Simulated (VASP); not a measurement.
# Mo (Im-3m) in VASP: notebook

Mo is run at these levels: r2SCAN; tasks: electric field gradients.

Program: VASP 6.6.1. These are calculated values, not measurements. Logs are shortened: lines on timing, memory, paths and dates and some standing lists are left out, and cuts for length are marked.

### Step 1. The cell of the first run

The structure is cubic, space group Im-3m (No. 229). The conventional cell has a = 3.147 Å, b = 3.147 Å, c = 3.147 Å, α = 90.00°, β = 90.00°, γ = 90.00°. Mo (site symmetry m-3m) has 14 Mo at 2.73 to 3.15 Å within 3.6 Å.

### Step 2. Electric field gradients, r2SCAN

Contents of POSCAR:

```
Mo
1.0
   -1.5734150000      1.5734150000      1.5734150000
    1.5734150000     -1.5734150000      1.5734150000
    1.5734150000      1.5734150000     -1.5734150000
Mo
1
Direct
    0.0000000000      0.0000000000      0.0000000000
```

Contents of INCAR.step1:

```
  PREC = Accurate
  ENCUT = 520
  ISMEAR = 0
  SIGMA = 0.05
  LREAL = False
  LASPH = True
  NELM = 100
  NBANDS = 13
  GGA = PE
  ALGO = Normal
  EDIFF = 1E-4
  LWAVE = True
  LCHARG = False
```

Contents of INCAR.step2:

```
  PREC = Accurate
  ENCUT = 520
  EDIFF = 1E-8
  ISMEAR = 0
  SIGMA = 0.05
  LREAL = False
  LASPH = True
  NELM = 100
  ALGO = Normal
  ISIF = 2
  LWAVE = False
  LCHARG = False
  METAGGA = R2SCAN
  LMIXTAU = True
  LEFG = True
  NBANDS = 13
  ISTART = 1
```

Contents of KPOINTS:

```
Automatic mesh
0
Gamma
  20 20 20
```

Potentials or basis: VASP PAW PBE potentials, release 64 (Mo_sv).

The run is started by

```sh
$ cat potpaw_PBE.64/Mo_sv/POTCAR > POTCAR
$ cp INCAR.step1 INCAR
$ mpirun -np 1 vasp_std > vasp.out
$ cp INCAR.step2 INCAR
$ mpirun -np 1 vasp_std > vasp.out
```

OUTCAR:

```text
PREC = Accurate
   ENCUT = 520
   EDIFF = 1E-8
   ISMEAR = 0
   LREAL = False
   LASPH = True
   NELM = 100
   ISIF = 2
   METAGGA = R2SCAN
   ISTART = 1

 ion  position               nearest neighbor table
   1  0.000  0.000  0.000-

  LATTYP: Found a body centered cubic cell.
 ALAT       =     3.1468300000

  Lattice vectors:

 A1 = (  -1.5734150000,   1.5734150000,   1.5734150000)
 A2 = (   1.5734150000,  -1.5734150000,   1.5734150000)
 A3 = (   1.5734150000,   1.5734150000,  -1.5734150000)

Analysis of symmetry for initial positions (statically):
=====================================================================
 Subroutine PRICEL returns:
 Original cell was already a primitive cell.

 Routine SETGRP: Setting up the symmetry group for a
 body centered cubic supercell.

 Subroutine GETGRP returns: Found 48 space group operations
 (whereof 48 operations were pure point group operations)
 out of a pool of 48 trial point group operations.

The static configuration has the point symmetry O_h .

Analysis of symmetry for dynamics (positions and initial velocities):
=====================================================================
 Subroutine PRICEL returns:
 Original cell was already a primitive cell.

 Routine SETGRP: Setting up the symmetry group for a
 body centered cubic supercell.

 Subroutine GETGRP returns: Found 48 space group operations
 (whereof 48 operations were pure point group operations)
 out of a pool of 48 trial point group operations.

The dynamic configuration has the point symmetry O_h .

 Subroutine INISYM returns: Found 48 space group operations
 (whereof 48 operations are pure point group operations),
 and found     1 'primitive' translations

----------------------------------------------------------------------------------------

                                     Primitive cell

  volume of cell :      15.5808

  direct lattice vectors                    reciprocal lattice vectors
    -1.573415000  1.573415000  1.573415000     0.000000000  0.317780115  0.317780115
     1.573415000 -1.573415000  1.573415000     0.317780115  0.000000000  0.317780115
     1.573415000  1.573415000 -1.573415000     0.317780115  0.317780115  0.000000000

  length of vectors
     2.725234721  2.725234721  2.725234721     0.449408949  0.449408949  0.449408949

  position of ions in fractional coordinates (direct lattice)
     0.000000000  0.000000000  0.000000000
[... 123 lines left out ...]

 E-fermi :  12.6463     XC(G=0): -14.6581

 val. band max:       12.5939958392   @ k =  -0.2000   0.2000   0.1500
 cond. band min:      12.6538495418   @ k =  -0.4500   0.5000   0.0500
 fundamental gap:      0.0598537026
 Fermi energy:        12.6463133748

 k-point     1 :       0.0000    0.0000    0.0000
  band No.  band energies     occupation
      1     -50.6247      2.00000
      2     -23.0879      2.00000
      3     -23.0879      2.00000
      4     -23.0879      2.00000
      5       4.9288      2.00000
      6      11.1715      2.00000
      7      11.1715      2.00000
      8      11.1715      2.00000
      9      14.5196      0.00000
     10      14.5196      0.00000
     11      28.1038      0.00000
     12      28.1038      0.00000
     13      28.1038      0.00000
[... 354 lines left out ...]
  band No.  band energies     occupation
      1     -50.4200      2.00000
      2     -24.1221      2.00000
      3     -23.4248      2.00000
      4     -23.1485      2.00000
      5       7.5974      2.00000
      6       9.6882      2.00000
      7      10.8351      2.00000
      8      13.8050      0.00000
      9      15.0098      0.00000
     10      15.3346      0.00000
     11      27.5659      0.00000
     12      28.6023      0.00000
     13      33.0436      0.00000

 [... further k-points ...]

------------------------ aborting loop because EDIFF is reached ----------------------------------------

  FORCE on cell =-STRESS in cart. coord.  units (eV):
  Direction    XX          YY          ZZ          XY          YZ          ZX
  --------------------------------------------------------------------------------------
  -------------------------------------------------------------------------------------
  Total        0.2167500      0.2167500      0.2167500      0.0000000      0.0000000     -0.0000000
  in kB       22.2884465     22.2884465     22.2884465      0.0000000      0.0000000     -0.0000000
  external PRESSURE =      22.2884465 kB  Pullay stress =       0.0000000 kB

 VOLUME and BASIS-vectors are now :
 -----------------------------------------------------------------------------
  energy-cutoff  :      520.00
  volume of cell :       15.58
      direct lattice vectors                 reciprocal lattice vectors
    -1.573415000  1.573415000  1.573415000     0.000000000  0.317780115  0.317780115
     1.573415000 -1.573415000  1.573415000     0.317780115  0.000000000  0.317780115
     1.573415000  1.573415000 -1.573415000     0.317780115  0.317780115  0.000000000

 POSITION                                       TOTAL-FORCE (eV/Angst)
 -----------------------------------------------------------------------------------
      0.00000      0.00000      0.00000        -0.000000     -0.000000      0.000000
 -----------------------------------------------------------------------------------
    total drift:                                0.000000     -0.000000      0.000000

  FREE ENERGIE OF THE ION-ELECTRON SYSTEM (eV)
  ---------------------------------------------------
  free  energy   TOTEN  =       -26.0800079423 eV

  energy  without entropy=      -26.0795102607  energy(sigma->0) =      -26.07975910

 Electric field gradients (V/A^2)
---------------------------------------------------------------------
 ion       V_xx      V_yy      V_zz      V_xy      V_xz      V_yz
---------------------------------------------------------------------
   1      -0.000    -0.000    -0.000    -0.001    -0.001    -0.001
---------------------------------------------------------------------

 Electric field gradients after diagonalization (V/A^2)
 (convention: |V_zz| > |V_xx| > |V_yy|)
----------------------------------------------------------------------
 ion       V_xx      V_yy      V_zz     asymmetry (V_yy - V_xx)/ V_zz
----------------------------------------------------------------------
   1       0.001     0.001    -0.001       0.000
----------------------------------------------------------------------

           NMR quadrupolar parameters

 Cq : quadrupolar parameter    Cq=e*Q*V_zz/h
 eta: asymmetry parameters     (V_yy - V_xx)/ V_zz
 Q  : nuclear electric quadrupole moment in mb (millibarn)
----------------------------------------------------------------------
 ion       Cq(MHz)       eta       Q (mb)
----------------------------------------------------------------------
   1      -0.000       0.000       1.000
----------------------------------------------------------------------
```

OSZICAR.step1:

```text
N       E                     dE             d eps       ncg     rms          rms(c)
DAV:   1     0.933648694222E+02    0.93365E+02   -0.80797E+03  6725   0.111E+03
DAV:   2    -0.104237559139E+02   -0.10379E+03   -0.99891E+02  7656   0.312E+02
DAV:   3    -0.115880044627E+02   -0.11642E+01   -0.11614E+01  7461   0.330E+01
DAV:   4    -0.115906149832E+02   -0.26105E-02   -0.26105E-02  7461   0.191E+00
DAV:   5    -0.115906316491E+02   -0.16666E-04   -0.16667E-04  7411   0.136E-01    0.148E+01
DAV:   6    -0.110166743993E+02    0.57396E+00   -0.71096E-01  6836   0.104E+01    0.406E+00
DAV:   7    -0.109379660789E+02    0.78708E-01   -0.14072E-01  7391   0.441E+00    0.936E-01
DAV:   8    -0.109341974243E+02    0.37687E-02   -0.40197E-03  6921   0.804E-01    0.195E-01
DAV:   9    -0.109342708372E+02   -0.73413E-04   -0.77136E-05  4763   0.114E-01
   1 F= -.10934271E+02 E0= -.10933876E+02  d E =-.789724E-03
```

Run time: 1.9 min. Hardware: 1 thread of AMD EPYC 9R45 (Zen 5), shared host; peak memory 0.13 GiB.

What came out:

```
Free energy            : -26.0800 eV
Pressure               : 2.2 GPa
Band gap on the k mesh : zero (band 7 reaches 16.76 eV, above the bottom of band 8 at 11.17 eV)
```

Caveat: without QUAD_EFG the Cq values of the log hold for a quadrupole moment of 1 mb, not for the nuclei; the PAW data sets were made with another functional, which shifts forces and pressure a little.

### Step 3. Electric field gradients, r2SCAN

This run uses another cell than the first one, of 15.64 Å³/atom, 1.004 times its volume.

Contents of POSCAR:

```
Mo
1.0
   -1.5754101899      1.5754101899      1.5754101899
    1.5754101899     -1.5754101899      1.5754101899
    1.5754101899      1.5754101899     -1.5754101899
Mo
1
Direct
    0.0000000000      0.0000000000      0.0000000000
```

Contents of INCAR.step1:

```
ALGO = Normal
EDIFF = 1E-4
ENCUT = 520
GGA = PE
ISMEAR = 0
LASPH = True
LCHARG = False
LREAL = False
LWAVE = True
NBANDS = 13
NELM = 60
PREC = Accurate
SIGMA = 0.05
```

Contents of INCAR.step2:

```
ALGO = Normal
EDIFF = 1E-8
ENCUT = 520
ISIF = 2
ISMEAR = 0
ISTART = 1
LASPH = True
LCHARG = False
LEFG = True
LMIXTAU = True
LREAL = False
LWAVE = False
METAGGA = R2SCAN
NBANDS = 13
NELM = 60
PREC = Accurate
SIGMA = 0.05
```

Contents of KPOINTS:

```
k-points
0
Gamma
  20 20 20
```

Potentials or basis: VASP PAW PBE potentials, release 64 (Mo_sv).

The run is started by

```sh
$ cat potpaw_PBE.64/Mo_sv/POTCAR > POTCAR
$ cp INCAR.step1 INCAR
$ mpirun -np 1 vasp_std > vasp.out
$ cp INCAR.step2 INCAR
$ mpirun -np 1 vasp_std > vasp.out
```

OUTCAR:

```text
EDIFF = 1E-8
   ENCUT = 520
   ISIF = 2
   ISMEAR = 0
   ISTART = 1
   LASPH = True
   LREAL = False
   METAGGA = R2SCAN
   NELM = 60
   PREC = Accurate

 ion  position               nearest neighbor table
   1  0.000  0.000  0.000-

  LATTYP: Found a body centered cubic cell.
 ALAT       =     3.1508203798

  Lattice vectors:

 A1 = (  -1.5754101899,   1.5754101899,   1.5754101899)
 A2 = (   1.5754101899,  -1.5754101899,   1.5754101899)
 A3 = (   1.5754101899,   1.5754101899,  -1.5754101899)

Analysis of symmetry for initial positions (statically):
=====================================================================
 Subroutine PRICEL returns:
 Original cell was already a primitive cell.

 Routine SETGRP: Setting up the symmetry group for a
 body centered cubic supercell.

 Subroutine GETGRP returns: Found 48 space group operations
 (whereof 48 operations were pure point group operations)
 out of a pool of 48 trial point group operations.

The static configuration has the point symmetry O_h .

Analysis of symmetry for dynamics (positions and initial velocities):
=====================================================================
 Subroutine PRICEL returns:
 Original cell was already a primitive cell.

 Routine SETGRP: Setting up the symmetry group for a
 body centered cubic supercell.

 Subroutine GETGRP returns: Found 48 space group operations
 (whereof 48 operations were pure point group operations)
 out of a pool of 48 trial point group operations.

[... 161 lines left out ...]
      7      11.1175      2.00000
      8      11.1175      2.00000
      9      14.4516      0.00000
     10      14.4516      0.00000
     11      28.0368      0.00000
     12      28.0368      0.00000
     13      28.0368      0.00000
[... 354 lines left out ...]
  band No.  band energies     occupation
      1     -50.4838      2.00000
      2     -24.1800      2.00000
      3     -23.4911      2.00000
      4     -23.2179      2.00000
      5       7.5480      2.00000
      6       9.6420      2.00000
      7      10.7773      2.00000
      8      13.7401      0.00000
      9      14.9372      0.00000
     10      15.2586      0.00000
     11      27.4816      0.00000
     12      28.4939      0.00000
     13      32.9473      0.00000

 [... further k-points ...]

------------------------ aborting loop because EDIFF is reached ----------------------------------------

  FORCE on cell =-STRESS in cart. coord.  units (eV):
  Direction    XX          YY          ZZ          XY          YZ          ZX
  --------------------------------------------------------------------------------------
  -------------------------------------------------------------------------------------
  Total        0.1125316      0.1125316      0.1125316      0.0000000      0.0000000      0.0000000
  in kB       11.5277362     11.5277362     11.5277362      0.0000000      0.0000000      0.0000000
  external PRESSURE =      11.5277362 kB  Pullay stress =       0.0000000 kB

 VOLUME and BASIS-vectors are now :
 -----------------------------------------------------------------------------
  energy-cutoff  :      520.00
  volume of cell :       15.64
      direct lattice vectors                 reciprocal lattice vectors
    -1.575410190  1.575410190  1.575410190     0.000000000  0.317377660  0.317377660
     1.575410190 -1.575410190  1.575410190     0.317377660  0.000000000  0.317377660
     1.575410190  1.575410190 -1.575410190     0.317377660  0.317377660  0.000000000

 POSITION                                       TOTAL-FORCE (eV/Angst)
 -----------------------------------------------------------------------------------
      0.00000      0.00000      0.00000        -0.000000      0.000000     -0.000000
 -----------------------------------------------------------------------------------
    total drift:                                0.000000     -0.000000      0.000000

  FREE ENERGIE OF THE ION-ELECTRON SYSTEM (eV)
  ---------------------------------------------------
  free  energy   TOTEN  =       -26.0806472275 eV

  energy  without entropy=      -26.0801585919  energy(sigma->0) =      -26.08040291

 Electric field gradients (V/A^2)
---------------------------------------------------------------------
 ion       V_xx      V_yy      V_zz      V_xy      V_xz      V_yz
---------------------------------------------------------------------
   1      -0.000    -0.000     0.000    -0.000    -0.000    -0.000
---------------------------------------------------------------------

 Electric field gradients after diagonalization (V/A^2)
 (convention: |V_zz| > |V_xx| > |V_yy|)
----------------------------------------------------------------------
 ion       V_xx      V_yy      V_zz     asymmetry (V_yy - V_xx)/ V_zz
----------------------------------------------------------------------
   1       0.000     0.000    -0.001       0.000
----------------------------------------------------------------------

           NMR quadrupolar parameters

 Cq : quadrupolar parameter    Cq=e*Q*V_zz/h
 eta: asymmetry parameters     (V_yy - V_xx)/ V_zz
 Q  : nuclear electric quadrupole moment in mb (millibarn)
----------------------------------------------------------------------
 ion       Cq(MHz)       eta       Q (mb)
----------------------------------------------------------------------
   1      -0.000       0.000       1.000
----------------------------------------------------------------------
```

It took 1.8 min on 1 thread of Intel Xeon Platinum 8488C (Sapphire Rapids), shared host; peak memory 0.16 GiB.

What came out:

* Free energy: -26.0806 eV
* Pressure: 1.2 GPa
* Band gap on the k mesh: zero (band 7 reaches 16.68 eV, above the bottom of band 8 at 11.12 eV)

Caveat: without QUAD_EFG the Cq values of the log hold for a quadrupole moment of 1 mb, not for the nuclei; the PAW data sets were made with another functional, which shifts forces and pressure a little.
